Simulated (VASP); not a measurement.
# InP (Fm-3m) in VASP: settings compared

Aim: see how the results for InP move with the level of theory and the settings. Levels: PBEsol, LDA. Tasks: single point.

All numbers are computed with VASP 6.6.1; they aren't measurements. Logs are shortened: lines on timing, memory, paths and dates and some standing lists are left out, and cuts for length are marked.

## Step 1: The cell of the first run

It takes space group Fm-3m (No. 225, cubic). Conventional cell: a = 5.538 Å, b = 5.538 Å, c = 5.538 Å, α = 90.00°, β = 90.00°, γ = 90.00°. In (site symmetry m-3m) has 6 P at 2.77 Å within 3.6 Å. P (site symmetry m-3m) has 6 In at 2.77 Å within 3.6 Å.

## Step 2: Single point, PBEsol

INCAR

```
SYSTEM = InP
PREC     = Accurate       ! precision mode
ENCUT    = 520            ! plane-wave cutoff, eV
EDIFF    = 1E-6           ! SCF threshold, eV
ISMEAR   = -1             ! smearing method
SIGMA    = 0.05           ! smearing width, eV
LREAL    = .FALSE.        ! projectors in reciprocal space
LASPH    = .TRUE.         ! aspherical terms in the spheres
NELM     = 60             ! most SCF steps
ALGO     = Normal         ! electronic algorithm
ISIF     = 2              ! what is computed and relaxed
LWAVE    = .FALSE.        ! write WAVECAR
LCHARG   = .FALSE.        ! write CHGCAR
GGA      = PS             ! functional
NBANDS   = 16             ! bands
```

KPOINTS

```
Automatic mesh
0
G
  8 8 8
  0 0 0
```

POSCAR

```
InP
1.0
    0.0000000000      2.7688340000      2.7688340000
    2.7688340000      0.0000000000      2.7688340000
    2.7688340000      2.7688340000      0.0000000000
In P
1 1
Direct
    0.0000000000      0.0000000000      0.0000000000
    0.5000000000      0.5000000000      0.5000000000
```

Potentials or basis: VASP PAW PBE potentials, release 64 (In_d, P).

Command:

```bash
$ cat potpaw_PBE.64/In_d/POTCAR potpaw_PBE.64/P/POTCAR > POTCAR
$ mpirun -np 1 vasp_std > vasp.out
```

OUTCAR:

```text
SYSTEM = InP
   PREC = Accurate
   ENCUT = 520
   EDIFF = 1E-6
   ISMEAR = -1
   LREAL = .FALSE.
   LASPH = .TRUE.
   NELM = 60
   ISIF = 2
   GGA = PS

 ion  position               nearest neighbor table
   1  0.000  0.000  0.000-   2 2.77   2 2.77   2 2.77   2 2.77   2 2.77   2 2.77
   2  0.500  0.500  0.500-   1 2.77   1 2.77   1 2.77   1 2.77   1 2.77   1 2.77

  LATTYP: Found a face centered cubic cell.
 ALAT       =     5.5376680000

  Lattice vectors:

 A1 = (   0.0000000000,   2.7688340000,   2.7688340000)
 A2 = (   2.7688340000,   0.0000000000,   2.7688340000)
 A3 = (   2.7688340000,   2.7688340000,   0.0000000000)

Analysis of symmetry for initial positions (statically):
=====================================================================
 Subroutine PRICEL returns:
 Original cell was already a primitive cell.

 Routine SETGRP: Setting up the symmetry group for a
 face centered cubic supercell.

 Subroutine GETGRP returns: Found 48 space group operations
 (whereof 48 operations were pure point group operations)
 out of a pool of 48 trial point group operations.

The static configuration has the point symmetry O_h .

Analysis of symmetry for dynamics (positions and initial velocities):
=====================================================================
 Subroutine PRICEL returns:
 Original cell was already a primitive cell.

 Routine SETGRP: Setting up the symmetry group for a
 face centered cubic supercell.

 Subroutine GETGRP returns: Found 48 space group operations
 (whereof 48 operations were pure point group operations)
 out of a pool of 48 trial point group operations.

The dynamic configuration has the point symmetry O_h .

 Subroutine INISYM returns: Found 48 space group operations
 (whereof 48 operations are pure point group operations),
 and found     1 'primitive' translations

----------------------------------------------------------------------------------------

                                     Primitive cell

  volume of cell :      42.4542

  direct lattice vectors                    reciprocal lattice vectors
     0.000000000  2.768834000  2.768834000    -0.180581429  0.180581429  0.180581429
     2.768834000  0.000000000  2.768834000     0.180581429 -0.180581429  0.180581429
     2.768834000  2.768834000  0.000000000     0.180581429  0.180581429 -0.180581429

  length of vectors
     3.915722595  3.915722595  3.915722595     0.312776210  0.312776210  0.312776210

  position of ions in fractional coordinates (direct lattice)
     0.000000000  0.000000000  0.000000000
     0.500000000  0.500000000  0.500000000

  ion indices of the primitive-cell ions
   primitive index   ion index
                 1           1
                 2           2

----------------------------------------------------------------------------------------

 KPOINTS: Automatic mesh

Automatic generation of k-mesh.
 Grid dimensions read from file:
 generate k-points for:    8    8    8

 Generating k-lattice:

  Cartesian coordinates                     Fractional coordinates (reciprocal lattice)
    -0.022572679  0.022572679  0.022572679     0.125000000  0.000000000  0.000000000
     0.022572679 -0.022572679  0.022572679     0.000000000  0.125000000  0.000000000
     0.022572679  0.022572679 -0.022572679     0.000000000  0.000000000  0.125000000

  Length of vectors
     0.039097026  0.039097026  0.039097026

  Shift w.r.t. Gamma in fractional coordinates (k-lattice)
     0.000000000  0.000000000  0.000000000

 Subroutine IBZKPT returns following result:
 ===========================================

 Found     29 irreducible k-points:

 Following reciprocal coordinates:
            Coordinates               Weight
  0.000000  0.000000  0.000000      1.000000
  0.125000  0.000000  0.000000      8.000000
  0.250000  0.000000  0.000000      8.000000
  0.375000  0.000000  0.000000      8.000000
  0.500000  0.000000  0.000000      4.000000
  0.125000  0.125000  0.000000      6.000000
[... 16 lines left out ...]
  0.500000  0.250000  0.125000     48.000000
 -0.375000  0.250000  0.125000     24.000000
 [... further k-points ...]
   k-points           NKPTS =     29   k-points in BZ     NKDIM =     29   number of bands    NBANDS=     16
   number of dos      NEDOS =    301   number of ions     NIONS =      2
   total plane-waves  NPLWV =  27000
   dimension x,y,z NGX =    30 NGY =   30 NGZ =   30
   dimension x,y,z NGXF=    60 NGYF=   60 NGZF=   60
   ions per type =               1   1
   NGX,Y,Z   is equivalent  to a cutoff of  12.74, 12.74, 12.74 a.u.
   NGXF,Y,Z  is equivalent  to a cutoff of  25.47, 25.47, 25.47 a.u.
 SYSTEM =  InP
   PREC   = accura    normal or accurate (medium, high low for compatibility)
   ISTART =      0    job   : 0-new  1-cont  2-samecut
   ICHARG =      2    charge: 1-file 2-atom 10-const
   ISPIN  =      1    spin polarized calculation?
   LNONCOLLINEAR =      F non collinear calculations
   LSORBIT =      F    spin-orbit coupling
   LASPH  =      T    aspherical Exc in radial PAW
   ENCUT  =  520.0 eV  38.22 Ry    6.18 a.u.   7.28  7.28  7.28*2*pi/ulx,y,z
   NELM   =     60;   NELMIN=  2; NELMDL= -5     # of ELM steps
   EDIFF  = 0.1E-05   stopping-criterion for ELM
   LREAL  =      F    real-space projection
   EDIFFG = 0.1E-04   stopping-criterion for IOM
   NSW    =      0    number of steps for IOM
   IBRION =     -1    ionic relax: 0-MD 1-quasi-New 2-CG
   NFREE  =      0    steps in history (QN), initial steepest desc. (CG)
   ISIF   =      2    stress and relaxation
   ISYM   =      2    0-nonsym 1-usesym 2-fastsym
   POTIM  = 0.5000    time-step for ionic-motion
   TEBEG  =    0.0;   TEEND  =   0.0 temperature during run
   PSTRESS=    0.0 pullay stress
   NELECT =      18.0000    total number of electrons
   NUPDOWN=      -1.0000    fix difference up-down
   EMIN   =  10.00;   EMAX   =-10.00  energy-range for DOS
   EFERMI =   0.00;   METHOD = LEGACY
   ISMEAR =    -1;   SIGMA  =   0.05  broadening in eV -4-tet -1-fermi 0-gaus
   EFERMI_NEDOS =   21; number of points for ismear=-14 and -15
   IALGO  =     38    algorithm
   IMIX   =      4    mixing-type and parameters
     AMIX     =   0.40;   BMIX     =  1.00
     AMIX_MAG =   1.60;   BMIX_MAG =  1.00
  volume/ion in A,a.u.               =      21.23       143.25
  Fermi-wavevector in a.u.,A,eV,Ry     =   1.229869  2.324115 20.579860  1.512577
  Thomas-Fermi vector in A             =   2.364739
   LORBIT       =      0    0 simple, 1 ext, 2 COOP (PROOUT), +10 PAW based schemes
   GGA     = PS    functional components
   LHFCALC =     F    Hartree Fock is set to
   AEXX    =    0.0000 exact exchange contribution
   IVDW    =     0    specifies the selected vdW correction
   LEPSILON=     F    determine dielectric tensor
   LRPA    =     F    only Hartree local field effects (RPA)
 non-spin polarized calculation
  energy-cutoff  :      520.00
  volume of cell :       42.45
 maximum number of plane-waves:      1162
 NGX is ok and might be reduce to    30
   NGX = 15   NGY = 15   NGZ = 15

 number of electron      18.0000009 magnetization

 Free energy of the ion-electron system (eV)
  ---------------------------------------------------
  ext. energy  EPLUGINS =         0.00000000
  ---------------------------------------------------
  free energy    TOTEN  =        -8.77191409 eV

  energy without entropy =       -8.75907348  energy(sigma->0) =       -8.76549379

 E-fermi :   7.0184     XC(G=0): -10.5519

 val. band max:        6.9918383693   @ k =   0.3750   0.0000   0.0000
 cond. band min:       7.0357411448   @ k =  -0.3750   0.3750   0.0000
 fundamental gap:      0.0439027755
 Fermi energy:         7.0183943672

 k-point     1 :       0.0000    0.0000    0.0000
  band No.  band energies     occupation
      1      -7.2260      2.00000
      2      -7.2260      2.00000
      3      -7.2049      2.00000
      4      -7.2049      2.00000
      5      -7.2049      2.00000
      6      -5.0944      2.00000
[... 8 lines left out ...]
     15      15.3213      0.00000
     16      15.3213      0.00000

 k-point     2 :       0.1250    0.0000    0.0000
  band No.  band energies     occupation
      1      -7.2337      2.00000
      2      -7.2337      2.00000
      3      -7.2055      2.00000
      4      -7.1943      2.00000
      5      -7.1943      2.00000
      6      -4.8988      2.00000
[... 8 lines left out ...]
     15      14.6937      0.00000
     16      15.1912      0.00000

 k-point     3 :       0.2500    0.0000    0.0000
  band No.  band energies     occupation
      1      -7.2561      2.00000
      2      -7.2561      2.00000
      3      -7.2089      2.00000
      4      -7.1645      2.00000
      5      -7.1645      2.00000
      6      -4.3326      2.00000
[... 8 lines left out ...]
     15      15.6126      0.00000
     16      15.6126      0.00000

 k-point     4 :       0.3750    0.0000    0.0000
  band No.  band energies     occupation
      1      -7.2791      2.00000
      2      -7.2791      2.00000
      3      -7.2143      2.00000
      4      -7.1337      2.00000
      5      -7.1337      2.00000
      6      -3.5147      2.00000
[... 8 lines left out ...]
     15      17.1062      0.00000
     16      17.1062      0.00000
[... 324 lines left out ...]
 k-point    22 :       0.3750    0.2500    0.1250
  band No.  band energies     occupation
      1      -7.3318      2.00000
      2      -7.2322      2.00000
      3      -7.2173      2.00000
      4      -7.1507      2.00000
      5      -7.1460      2.00000
      6      -3.7858      2.00000
[... 8 lines left out ...]
     15      18.0879      0.00000
     16      18.3137      0.00000

 k-point    23 :       0.5000    0.2500    0.1250
  band No.  band energies     occupation
      1      -7.3618      2.00000
      2      -7.2492      2.00000
      3      -7.2039      2.00000
      4      -7.1488      2.00000
      5      -7.1242      2.00000
      6      -2.9757      2.00000
[... 8 lines left out ...]
     15      18.1848      0.00000
     16      19.2146      0.00000

 k-point    24 :      -0.3750    0.2500    0.1250
  band No.  band energies     occupation
      1      -7.3721      2.00000
      2      -7.2580      2.00000
      3      -7.1915      2.00000
      4      -7.1562      2.00000
      5      -7.1137      2.00000
      6      -2.4738      2.00000
[... 8 lines left out ...]
     15      16.9605      0.00000
     16      19.6717      0.00000

 [... further k-points ...]
[... 5 lines left out ...]
  --------------------------------------------------------------------------------------
  -------------------------------------------------------------------------------------
  Total       -0.8811170     -0.8811170     -0.8811170      0.0000000      0.0000000      0.0000000
  in kB      -33.2524331    -33.2524331    -33.2524331      0.0000000      0.0000000      0.0000000
  external PRESSURE =     -33.2524331 kB  Pullay stress =       0.0000000 kB

 VOLUME and BASIS-vectors are now :
 -----------------------------------------------------------------------------
  energy-cutoff  :      520.00
  volume of cell :       42.45
      direct lattice vectors                 reciprocal lattice vectors
     0.000000000  2.768834000  2.768834000    -0.180581429  0.180581429  0.180581429
     2.768834000  0.000000000  2.768834000     0.180581429 -0.180581429  0.180581429
     2.768834000  2.768834000  0.000000000     0.180581429  0.180581429 -0.180581429

 POSITION                                       TOTAL-FORCE (eV/Angst)
 -----------------------------------------------------------------------------------
      0.00000      0.00000      0.00000         0.000000      0.000000     -0.000000
      2.76883      2.76883      2.76883        -0.000000     -0.000000      0.000000
 -----------------------------------------------------------------------------------
    total drift:                               -0.000000      0.000000      0.000000

  FREE ENERGIE OF THE ION-ELECTRON SYSTEM (eV)
  ---------------------------------------------------
  free  energy   TOTEN  =        -8.7719140925 eV

  energy  without entropy=       -8.7590734788  energy(sigma->0) =       -8.76549379
```

Wall time 22 s (1 thread of Intel Xeon Platinum 8488C (Sapphire Rapids), shared host); peak memory 0.16 GiB.

Results:

| Property | Result |
| --- | --- |
| Free energy | -8.7719 eV |
| Pressure | -3.3 GPa |
| Band gap on the k mesh | zero (band 9 reaches 7.24 eV, above the bottom of band 10 at 4.59 eV) |

Caveat: the PAW data sets were made with another functional, which shifts forces and pressure a little; spin-orbit coupling is left out, which moves the levels of the heavy elements.

## Step 3: Single point, PBEsol

This run uses another cell than the first one, of 21.65 Å³/atom, 1.020 times its volume.

INCAR

```
ALGO = Normal ; EDIFF = 1E-6
ENCUT = 520 ; GGA = PS
ISIF = 2 ; ISMEAR = -1
LASPH = True ; LCHARG = False
LREAL = False ; LWAVE = False
NBANDS = 16 ; NELM = 80
PREC = Accurate ; SIGMA = 0.05
```

KPOINTS

```
k-points
0
Gamma
  8 8 8
```

POSCAR

```
InP
1.0
    0.0000000000      2.7871711834      2.7871711834
    2.7871711834      0.0000000000      2.7871711834
    2.7871711834      2.7871711834      0.0000000000
In P
1 1
Direct
    0.0000000000      0.0000000000      0.0000000000
    0.5000000000      0.5000000000      0.5000000000
```

Potentials or basis: VASP PAW PBE potentials, release 64 (In_d, P).

Command:

```bash
$ cat potpaw_PBE.64/In_d/POTCAR potpaw_PBE.64/P/POTCAR > POTCAR
$ mpirun -np 1 vasp_std > vasp.out
```

Run time: 18 s. Hardware: 1 thread of Intel Xeon Platinum 8488C (Sapphire Rapids), shared host; peak memory 0.17 GiB.

The run converged. Its results:

```yaml
Free_energy: -8.7511 eV
Pressure: -4.6 GPa
Band_gap_on_the_k_mesh: zero (band 9 reaches 7.00 eV, above the bottom of band 10 at 4.41 eV)
```

Levels at points of the mesh, in eV from the Fermi level:
| k point | band 6 | band 7 | band 8 | band 9 | band 10 | band 11 | band 12 | band 13 |
| --- | --- | --- | --- | --- | --- | --- | --- | --- |
| (0.00, 0.00, 0.00) | -11.96 | -0.33 | -0.33 | -0.33 | 0.23 | 6.97 | 6.97 | 6.97 |
| (0.50, 0.00, 0.00) | -9.92 | -6.66 | 0.08 | 0.08 | 2.31 | 3.27 | 3.27 | 4.92 |
| (0.50, 0.50, 0.00) | -8.86 | -4.95 | -2.67 | -2.36 | -2.36 | 3.71 | 9.56 | 9.56 |

Caveat: the PAW data sets were made with another functional, which shifts forces and pressure a little; spin-orbit coupling is left out, which moves the levels of the heavy elements.

## Step 4: Single point, LDA

This run uses another cell than the first one, of 22.08 Å³/atom, 1.040 times its volume.

INCAR

```
SYSTEM = InP
PREC     = Accurate       ! precision mode
ENCUT    = 520            ! plane-wave cutoff, eV
EDIFF    = 1E-7           ! SCF threshold, eV
ISMEAR   = -1             ! smearing method
SIGMA    = 0.05           ! smearing width, eV
LREAL    = .FALSE.        ! projectors in reciprocal space
LASPH    = .TRUE.         ! aspherical terms in the spheres
NELM     = 60             ! most SCF steps
ALGO     = Normal         ! electronic algorithm
ISIF     = 2              ! what is computed and relaxed
LWAVE    = .FALSE.        ! write WAVECAR
LCHARG   = .TRUE.         ! write CHGCAR
GGA      = CA             ! functional
LELF     = .TRUE.         ! ELF
LVHAR    = .TRUE.       
NBANDS   = 16             ! bands
```

KPOINTS

```
Automatic mesh
0
G
  8 8 8
  0 0 0
```

POSCAR

```
InP
1.0
    0.0000000000      2.8052702047      2.8052702047
    2.8052702047      0.0000000000      2.8052702047
    2.8052702047      2.8052702047      0.0000000000
In P
1 1
Direct
    0.0000000000      0.0000000000      0.0000000000
    0.5000000000      0.5000000000      0.5000000000
```

Potentials or basis: VASP PAW LDA potentials, release 64 (In_d, P).

Command:

```bash
$ cat potpaw_LDA.64/In_d/POTCAR potpaw_LDA.64/P/POTCAR > POTCAR
$ mpirun -np 1 vasp_std > vasp.out
```

Run time: 16 s. Hardware: 1 thread of Intel Xeon Platinum 8488C (Sapphire Rapids), shared host; peak memory 0.15 GiB.

Results (log left out):

| Property | Result |
| --- | --- |
| Free energy | -9.2047 eV |
| Pressure | -7.3 GPa |
| Band gap on the k mesh | zero (band 9 reaches 6.68 eV, above the bottom of band 10 at 4.16 eV) |

Levels at points of the mesh, in eV from the Fermi level:
```
           k point  band 6  band 7  band 8  band 9  band 10  band 11  band 12  band 13
(0.00, 0.00, 0.00)  -11.78   -0.30   -0.30   -0.30     0.01     7.05     7.05     7.05
(0.50, 0.00, 0.00)   -9.80   -6.56    0.11    0.11     2.31     3.26     3.26     4.71
(0.50, 0.50, 0.00)   -8.81   -4.78   -2.75   -2.27    -2.27     3.85     9.31     9.31
```

Caveat: spin-orbit coupling is left out, which moves the levels of the heavy elements.

## Step 5: Overview

```tsv
level	potentials or basis	cell	gap on the mesh (eV)	pressure (GPa)
PBEsol	VASP PAW PBE potentials, release 64 (In_d, P)	a = 3.916 Å, angles 60.0°, 2 atoms	none	-3.3
PBEsol	VASP PAW PBE potentials, release 64 (In_d, P)	a = 3.942 Å, angles 60.0°, 2 atoms	none	-4.6
LDA	VASP PAW LDA potentials, release 64 (In_d, P)	a = 3.967 Å, angles 60.0°, 2 atoms	none	-7.3
```

Alike in all rows: task single point; no spin polarisation; k mesh 8 × 8 × 8; cutoff (eV) 520; smearing fermi-dirac 0.05 eV.

Caveats: spin-orbit coupling is left out, which moves the levels of the heavy elements; the PAW data sets were made with another functional, which shifts forces and pressure a little (some runs).

Total energies depend on the potentials used, so only differences within one code and one set of settings carry meaning.
